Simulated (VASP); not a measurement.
# AgCl (I4/mmm) in VASP: a series of runs

Runs on AgCl. Level: LDA. Tasks: electric field gradients.

Program: VASP 6.6.1. These are calculated values, not measurements. Logs are shortened: lines on timing, memory, paths and dates and some standing lists are left out, and cuts for length are marked.

## (1) The cell of the first run

Symmetry: I4/mmm, No. 139, tetragonal system. The conventional cell has a = 3.922 Å, b = 3.922 Å, c = 5.491 Å, α = 90.00°, β = 90.00°, γ = 90.00°. Within 3.6 Å of Ag (site symmetry 4/mmm) lie 6 Cl at 2.75 to 2.77 Å. Within 3.6 Å of Cl (site symmetry 4/mmm) lie 6 Ag at 2.75 to 2.77 Å.

## (2) Electric field gradients, LDA (zz strain of -1 %)

Input file INCAR:

```
PREC = Accurate ; ENCUT = 520
EDIFF = 1E-8 ; ISMEAR = -1
SIGMA = 0.02 ; LREAL = False
LASPH = True ; NELM = 100
ALGO = Normal ; ISIF = 2
LWAVE = False ; LCHARG = False
GGA = CA ; LEFG = True
NBANDS = 16
```

Input file KPOINTS:

```
regular mesh
0
Gamma
  8 8 8
```

Input file POSCAR:

```
AgCl
1.0
    0.0000000000      2.7731500000      2.7454185000
    2.7731500000      0.0000000000      2.7454185000
    2.7731500000      2.7731500000      0.0000000000
Ag Cl
1 1
Direct
    0.5000000000      0.5000000000      0.5000000000
    0.0000000000      0.0000000000      0.0000000000
```

Potentials or basis: VASP PAW LDA potentials, release 64 (Ag, Cl).

On the command line:

```bash
> cat potpaw_LDA.64/Ag/POTCAR potpaw_LDA.64/Cl/POTCAR > POTCAR
> mpirun -np 1 vasp_std > vasp.out
```

OUTCAR:

```text
PREC = Accurate
   ENCUT = 520
   EDIFF = 1E-8
   ISMEAR = -1
   LREAL = False
   LASPH = True
   NELM = 100
   ISIF = 2
   GGA = CA

 ion  position               nearest neighbor table
   1  0.500  0.500  0.500-   2 2.75   2 2.75   2 2.77   2 2.77   2 2.77   2 2.77
   2  0.000  0.000  0.000-   1 2.75   1 2.75   1 2.77   1 2.77   1 2.77   1 2.77

  LATTYP: Found a body centered tetragonal cell.
 ALAT       =     3.9218263405
 C/A-ratio  =     1.4000714267

  Lattice vectors:

 A1 = (   0.0000000000,  -2.7731500000,  -2.7454185000)
 A2 = (   0.0000000000,   2.7731500000,  -2.7454185000)
 A3 = (   2.7731500000,   0.0000000000,   2.7454185000)

Analysis of symmetry for initial positions (statically):
=====================================================================
 Subroutine PRICEL returns:
 Original cell was already a primitive cell.

 Routine SETGRP: Setting up the symmetry group for a
 body centered tetragonal supercell.

 Subroutine GETGRP returns: Found 16 space group operations
 (whereof 16 operations were pure point group operations)
 out of a pool of 16 trial point group operations.

The static configuration has the point symmetry D_4h.

Analysis of symmetry for dynamics (positions and initial velocities):
=====================================================================
 Subroutine PRICEL returns:
 Original cell was already a primitive cell.

 Routine SETGRP: Setting up the symmetry group for a
 body centered tetragonal supercell.

 Subroutine GETGRP returns: Found 16 space group operations
 (whereof 16 operations were pure point group operations)
 out of a pool of 16 trial point group operations.

The dynamic configuration has the point symmetry D_4h.

 Subroutine INISYM returns: Found 16 space group operations
 (whereof 16 operations are pure point group operations),
 and found     1 'primitive' translations

----------------------------------------------------------------------------------------

                                     Primitive cell

  volume of cell :      42.2265

  direct lattice vectors                    reciprocal lattice vectors
     0.000000000  2.773150000  2.745418500    -0.180300380  0.180300380  0.182121596
     2.773150000  0.000000000  2.745418500     0.180300380 -0.180300380  0.182121596
[... 126 lines left out ...]
  ---------------------------------------------------
  ext. energy  EPLUGINS =         0.00000000
  ---------------------------------------------------
  free energy    TOTEN  =        -6.72611718 eV

  energy without entropy =       -6.72611718  energy(sigma->0) =       -6.72611718

 E-fermi :   4.0610     XC(G=0): -10.4902

 val. band max:        3.7386883253   @ k =   0.5000   0.0000   0.0000
 cond. band min:       4.3491680708   @ k =   0.0000   0.0000   0.0000
 fundamental gap:      0.6104797455
 Fermi energy:         4.0610367274

 k-point     1 :       0.0000    0.0000    0.0000
  band No.  band energies     occupation
      1     -11.4077      2.00000
      2       1.1355      2.00000
      3       1.1355      2.00000
      4       1.1620      2.00000
      5       1.1812      2.00000
      6       1.1852      2.00000
[... 433 lines left out ...]
      3      -0.3460      2.00000
      4      -0.1799      2.00000
      5       1.3180      2.00000
      6       1.4986      2.00000
[... 8 lines left out ...]
     15      17.4221      0.00000
     16      17.4972      0.00000

 [... further k-points ...]

------------------------ aborting loop because EDIFF is reached ----------------------------------------

  FORCE on cell =-STRESS in cart. coord.  units (eV):
  Direction    XX          YY          ZZ          XY          YZ          ZX
  --------------------------------------------------------------------------------------
  -------------------------------------------------------------------------------------
  Total       -1.3718661     -1.3718661     -1.3494712      0.0000000      0.0000000      0.0000000
  in kB      -52.0519537    -52.0519537    -51.2022352      0.0000000      0.0000000      0.0000000
  external PRESSURE =     -51.7687142 kB  Pullay stress =       0.0000000 kB

 VOLUME and BASIS-vectors are now :
 -----------------------------------------------------------------------------
  energy-cutoff  :      520.00
  volume of cell :       42.23
      direct lattice vectors                 reciprocal lattice vectors
     0.000000000  2.773150000  2.745418500    -0.180300380  0.180300380  0.182121596
     2.773150000  0.000000000  2.745418500     0.180300380 -0.180300380  0.182121596
     2.773150000  2.773150000  0.000000000     0.180300380  0.180300380 -0.182121596

 POSITION                                       TOTAL-FORCE (eV/Angst)
 -----------------------------------------------------------------------------------
      2.77315      2.77315      2.74542         0.000000      0.000000      0.000000
      0.00000      0.00000      0.00000         0.000000      0.000000     -0.000000
 -----------------------------------------------------------------------------------
    total drift:                                0.000000      0.000000      0.000000

  FREE ENERGIE OF THE ION-ELECTRON SYSTEM (eV)
  ---------------------------------------------------
  free  energy   TOTEN  =        -6.7261171847 eV

  energy  without entropy=       -6.7261171833  energy(sigma->0) =       -6.72611718

 Electric field gradients (V/A^2)
---------------------------------------------------------------------
 ion       V_xx      V_yy      V_zz      V_xy      V_xz      V_yz
---------------------------------------------------------------------
   1       3.027     3.027    -6.054    -0.000    -0.001    -0.001
   2      -2.604    -2.604     5.208     0.001     0.001     0.001
---------------------------------------------------------------------

 Electric field gradients after diagonalization (V/A^2)
 (convention: |V_zz| > |V_xx| > |V_yy|)
----------------------------------------------------------------------
 ion       V_xx      V_yy      V_zz     asymmetry (V_yy - V_xx)/ V_zz
----------------------------------------------------------------------
   1       3.027     3.027    -6.054       0.000
   2      -2.605    -2.603     5.208       0.000
----------------------------------------------------------------------

           NMR quadrupolar parameters

 Cq : quadrupolar parameter    Cq=e*Q*V_zz/h
 eta: asymmetry parameters     (V_yy - V_xx)/ V_zz
 Q  : nuclear electric quadrupole moment in mb (millibarn)
----------------------------------------------------------------------
 ion       Cq(MHz)       eta       Q (mb)
----------------------------------------------------------------------
   1      -0.015       0.000       1.000
   2       0.013       0.000       1.000
----------------------------------------------------------------------
```

OSZICAR:

```text
N       E                     dE             d eps       ncg     rms          rms(c)
DAV:   1     0.904121756096E+02    0.90412E+02   -0.85636E+03  1888   0.102E+03
DAV:   2    -0.390831211489E+01   -0.94320E+02   -0.86630E+02  2336   0.216E+02
DAV:   3    -0.687342891544E+01   -0.29651E+01   -0.29561E+01  2328   0.393E+01
DAV:   4    -0.688821053676E+01   -0.14782E-01   -0.14779E-01  2400   0.318E+00
DAV:   5    -0.688836694246E+01   -0.15641E-03   -0.15640E-03  2352   0.325E-01    0.653E+00
DAV:   6    -0.673543105497E+01    0.15294E+00   -0.24223E-01  2480   0.666E+00    0.432E+00
DAV:   7    -0.672889332910E+01    0.65377E-02   -0.61701E-02  2344   0.166E+00    0.195E+00
DAV:   8    -0.672620823386E+01    0.26851E-02   -0.40840E-03  2232   0.578E-01    0.253E-01
DAV:   9    -0.672610848882E+01    0.99745E-04   -0.25716E-04  2544   0.232E-01    0.417E-02
DAV:  10    -0.672611713157E+01   -0.86428E-05   -0.25310E-05  2256   0.436E-02    0.115E-02
DAV:  11    -0.672611719612E+01   -0.64546E-07   -0.28168E-07  2600   0.398E-03    0.177E-03
DAV:  12    -0.672611718721E+01    0.89112E-08   -0.11635E-07  2232   0.244E-03    0.706E-04
DAV:  13    -0.672611718473E+01    0.24786E-08   -0.99091E-09  1768   0.104E-03
   1 F= -.67261172E+01 E0= -.67261172E+01  d E =-.142250E-08
```

stdout:

```text
POSCAR found type information on POSCAR AgCl
 POSCAR found :  2 types and       2 ions
 scaLAPACK will be used
 LDA part: xc-table for (Slater(with rela. corr.)+CA(PZ))
 , standard interpolation
 POSCAR, INCAR and KPOINTS ok, starting setup
 FFT: planning ... GRIDC
 FFT: planning ... GRID_SOFT
 FFT: planning ... GRID
 WAVECAR not read
 entering main loop
ion   1

ion   2
```

Run time: 67 s. Hardware: 1 thread of Intel Xeon 8259CL, shared host; peak memory 0.17 GiB.

Results:

```yaml
Free_energy: -6.7261 eV
Pressure: -5.2 GPa
Band_gap_on_the_k_mesh: 0.61 eV (least direct gap 2.97 eV)
Largest_electric_field_gradient_by_atom: Ag -6.1; Cl +5.2 V/Å²
```

Stress tensor (GPa, compression positive):
```
-5.21  0.00  0.00
 0.00 -5.21  0.00
 0.00  0.00 -5.12
```

Electric field gradients, principal values (V/Å²):
```
atom   least  middle  greatest (by size)
1 Ag   3.027   3.027              -6.054
2 Cl  -2.603  -2.605               5.208
```

Caveat: the cell differs from its parent crystal (zz strain of -1 %); the cell stands under tension; without QUAD_EFG the Cq values of the log hold for a quadrupole moment of 1 mb, not for the nuclei. A k mesh can miss the band edges.

## (3) Electric field gradients, LDA (zz strain of -1 %)

Input file INCAR:

```
SYSTEM = AgCl
PREC = Accurate ; ENCUT = 520
EDIFF = 1E-8 ; ISMEAR = -1
SIGMA = 0.02 ; LREAL = .False.
LASPH = .True. ; NELM = 60
ALGO = Normal ; ISIF = 2
LWAVE = .False. ; LCHARG = .False.
LEFG = .True. ; NBANDS = 16
```

Input file KPOINTS:

```
regular mesh
0
Gamma
  8 8 8
  0 0 0
```

POSCAR is that of step 2.

Potentials or basis: VASP PAW LDA potentials, release 64 (Ag, Cl).

On the command line:

```bash
> cat potpaw_LDA.64/Ag/POTCAR potpaw_LDA.64/Cl/POTCAR > POTCAR
> mpirun -np 1 vasp_std > vasp.out
```

OUTCAR:

```text
SYSTEM = AgCl
   PREC = Accurate
   ENCUT = 520
   EDIFF = 1E-8
   ISMEAR = -1
   LREAL = .False.
   LASPH = .True.
   NELM = 60
   ISIF = 2

 ion  position               nearest neighbor table
   1  0.500  0.500  0.500-   2 2.75   2 2.75   2 2.77   2 2.77   2 2.77   2 2.77
   2  0.000  0.000  0.000-   1 2.75   1 2.75   1 2.77   1 2.77   1 2.77   1 2.77

  LATTYP: Found a body centered tetragonal cell.
 ALAT       =     3.9218263405
 C/A-ratio  =     1.4000714267

  Lattice vectors:

 A1 = (   0.0000000000,  -2.7731500000,  -2.7454185000)
 A2 = (   0.0000000000,   2.7731500000,  -2.7454185000)
 A3 = (   2.7731500000,   0.0000000000,   2.7454185000)
[... 668 lines left out ...]
  free  energy   TOTEN  =        -6.7261171847 eV

  energy  without entropy=       -6.7261171833  energy(sigma->0) =       -6.72611718

 Electric field gradients (V/A^2)
---------------------------------------------------------------------
 ion       V_xx      V_yy      V_zz      V_xy      V_xz      V_yz
---------------------------------------------------------------------
   1       3.027     3.027    -6.054    -0.000    -0.001    -0.001
   2      -2.604    -2.604     5.208     0.001     0.001     0.001
---------------------------------------------------------------------

 Electric field gradients after diagonalization (V/A^2)
 (convention: |V_zz| > |V_xx| > |V_yy|)
----------------------------------------------------------------------
 ion       V_xx      V_yy      V_zz     asymmetry (V_yy - V_xx)/ V_zz
----------------------------------------------------------------------
   1       3.027     3.027    -6.054       0.000
   2      -2.605    -2.603     5.208       0.000
----------------------------------------------------------------------

           NMR quadrupolar parameters

 Cq : quadrupolar parameter    Cq=e*Q*V_zz/h
 eta: asymmetry parameters     (V_yy - V_xx)/ V_zz
 Q  : nuclear electric quadrupole moment in mb (millibarn)
----------------------------------------------------------------------
 ion       Cq(MHz)       eta       Q (mb)
----------------------------------------------------------------------
   1      -0.015       0.000       1.000
   2       0.013       0.000       1.000
----------------------------------------------------------------------
```

OSZICAR:

```text
N       E                     dE             d eps       ncg     rms          rms(c)
DAV:   1     0.904121756096E+02    0.90412E+02   -0.85636E+03  1888   0.102E+03
DAV:   2    -0.390831211489E+01   -0.94320E+02   -0.86630E+02  2336   0.216E+02
DAV:   3    -0.687342891544E+01   -0.29651E+01   -0.29561E+01  2328   0.393E+01
DAV:   4    -0.688821053676E+01   -0.14782E-01   -0.14779E-01  2400   0.318E+00
DAV:   5    -0.688836694246E+01   -0.15641E-03   -0.15640E-03  2352   0.325E-01    0.653E+00
DAV:   6    -0.673543105497E+01    0.15294E+00   -0.24223E-01  2480   0.666E+00    0.432E+00
DAV:   7    -0.672889332910E+01    0.65377E-02   -0.61701E-02  2344   0.166E+00    0.195E+00
DAV:   8    -0.672620823386E+01    0.26851E-02   -0.40840E-03  2232   0.578E-01    0.253E-01
DAV:   9    -0.672610848882E+01    0.99745E-04   -0.25716E-04  2544   0.232E-01    0.417E-02
DAV:  10    -0.672611713157E+01   -0.86428E-05   -0.25310E-05  2256   0.436E-02    0.115E-02
DAV:  11    -0.672611719612E+01   -0.64546E-07   -0.28168E-07  2600   0.398E-03    0.177E-03
DAV:  12    -0.672611718721E+01    0.89112E-08   -0.11635E-07  2232   0.244E-03    0.706E-04
DAV:  13    -0.672611718473E+01    0.24786E-08   -0.99091E-09  1768   0.104E-03
   1 F= -.67261172E+01 E0= -.67261172E+01  d E =-.142250E-08
```

stdout:

```text
POSCAR found type information on POSCAR AgCl
 POSCAR found :  2 types and       2 ions
 scaLAPACK will be used
 LDA part: xc-table for (Slater(with rela. corr.)+CA(PZ))
 , standard interpolation
 POSCAR, INCAR and KPOINTS ok, starting setup
 FFT: planning ... GRIDC
 FFT: planning ... GRID_SOFT
 FFT: planning ... GRID
 WAVECAR not read
 entering main loop
ion   1

ion   2
```

Wall time 69 s (1 thread of Intel Xeon 8259CL, shared host); peak memory 0.17 GiB.

What came out:

```yaml
Free_energy: -6.7261 eV
Pressure: -5.2 GPa
Band_gap_on_the_k_mesh: 0.61 eV (least direct gap 2.97 eV)
Largest_electric_field_gradient_by_atom: Ag -6.1; Cl +5.2 V/Å²
```

Electric field gradients, principal values (V/Å²):
| atom | least | middle | greatest (by size) |
| --- | --- | --- | --- |
| 1 Ag | 3.027 | 3.027 | -6.054 |
| 2 Cl | -2.603 | -2.605 | 5.208 |

Caveat: the cell differs from its parent crystal (zz strain of -1 %); the cell stands under tension; without QUAD_EFG the Cq values of the log hold for a quadrupole moment of 1 mb, not for the nuclei. A k mesh can miss the band edges.

## (4) Electric field gradients, LDA (zz strain of -2 %)

Input file INCAR:

```
SYSTEM = AgCl
PREC = Accurate
ENCUT = 520
EDIFF = 1E-8
ISMEAR = -1
SIGMA = 0.02
LREAL = .FALSE.
LASPH = .TRUE.
NELM = 100
ALGO = Normal
ISIF = 2
LWAVE = .FALSE.
LCHARG = .FALSE.
GGA = CA
LEFG = .TRUE.
NBANDS = 16
```

Input file KPOINTS:

```
Automatic mesh
0
G
  8 8 8
  0 0 0
```

Input file POSCAR:

```
AgCl
1.0
    0.0000000000      2.7731500000      2.7176870000
    2.7731500000      0.0000000000      2.7176870000
    2.7731500000      2.7731500000      0.0000000000
Ag Cl
1 1
Direct
    0.5000000000      0.5000000000      0.5000000000
    0.0000000000      0.0000000000      0.0000000000
```

Potentials or basis: VASP PAW LDA potentials, release 64 (Ag, Cl).

On the command line:

```bash
> cat potpaw_LDA.64/Ag/POTCAR potpaw_LDA.64/Cl/POTCAR > POTCAR
> mpirun -np 1 vasp_std > vasp.out
```

OUTCAR:

```text
SYSTEM = AgCl
   PREC = Accurate
   ENCUT = 520
   EDIFF = 1E-8
   ISMEAR = -1
   LREAL = .FALSE.
   LASPH = .TRUE.
   NELM = 100
   ISIF = 2
   GGA = CA

 ion  position               nearest neighbor table
   1  0.500  0.500  0.500-   2 2.72   2 2.72   2 2.77   2 2.77   2 2.77   2 2.77
   2  0.000  0.000  0.000-   1 2.72   1 2.72   1 2.77   1 2.77   1 2.77   1 2.77

  LATTYP: Found a body centered tetragonal cell.
 ALAT       =     3.9218263405
 C/A-ratio  =     1.3859292911

  Lattice vectors:

[... 670 lines left out ...]
  ---------------------------------------------------
  free  energy   TOTEN  =        -6.7388395362 eV

  energy  without entropy=       -6.7388395336  energy(sigma->0) =       -6.73883953

 Electric field gradients (V/A^2)
---------------------------------------------------------------------
 ion       V_xx      V_yy      V_zz      V_xy      V_xz      V_yz
---------------------------------------------------------------------
   1       6.225     6.225   -12.451    -0.000    -0.001    -0.001
   2      -5.259    -5.259    10.519     0.001     0.001     0.001
---------------------------------------------------------------------

 Electric field gradients after diagonalization (V/A^2)
 (convention: |V_zz| > |V_xx| > |V_yy|)
----------------------------------------------------------------------
 ion       V_xx      V_yy      V_zz     asymmetry (V_yy - V_xx)/ V_zz
----------------------------------------------------------------------
   1       6.226     6.225   -12.451       0.000
   2      -5.260    -5.259    10.519       0.000
----------------------------------------------------------------------

           NMR quadrupolar parameters

 Cq : quadrupolar parameter    Cq=e*Q*V_zz/h
 eta: asymmetry parameters     (V_yy - V_xx)/ V_zz
 Q  : nuclear electric quadrupole moment in mb (millibarn)
----------------------------------------------------------------------
 ion       Cq(MHz)       eta       Q (mb)
----------------------------------------------------------------------
   1      -0.030       0.000       1.000
   2       0.025       0.000       1.000
----------------------------------------------------------------------
```

Run time: 65 s. Hardware: 1 thread of Intel Xeon 8259CL, shared host; peak memory 0.17 GiB.

What came out:

```yaml
Free_energy: -6.7388 eV
Pressure: -4.7 GPa
Band_gap_on_the_k_mesh: 0.58 eV (least direct gap 3.01 eV)
Largest_electric_field_gradient_by_atom: Ag -12.5; Cl +10.5 V/Å²
```

Levels at points of the mesh, in eV from the valence-band top:
```
           k point  band 5  band 6  band 7  band 8  band 9  band 10  band 11  band 12  band 13  band 14
(0.00, 0.00, 0.00)   -2.63   -2.63   -2.50   -2.43   -2.43     0.58    10.66    10.66    10.71    11.95
(0.50, 0.00, 0.00)   -2.28   -2.27   -1.94   -0.13    0.00     3.85     6.39     7.25     7.46    13.30
(0.50, 0.50, 0.00)   -3.01   -2.40   -2.14   -2.14   -2.04     2.01     7.67     8.52    11.17    11.17
(0.50, 0.00, 0.50)   -3.04   -2.44   -2.15   -2.13   -2.05     2.04     7.80     8.32    11.15    11.48
```

Electric field gradients, principal values (V/Å²):
| atom | least | middle | greatest (by size) |
| --- | --- | --- | --- |
| 1 Ag | 6.225 | 6.226 | -12.451 |
| 2 Cl | -5.259 | -5.260 | 10.519 |

Caveat: the cell differs from its parent crystal (zz strain of -2 %); the cell stands under tension; without QUAD_EFG the Cq values of the log hold for a quadrupole moment of 1 mb, not for the nuclei.
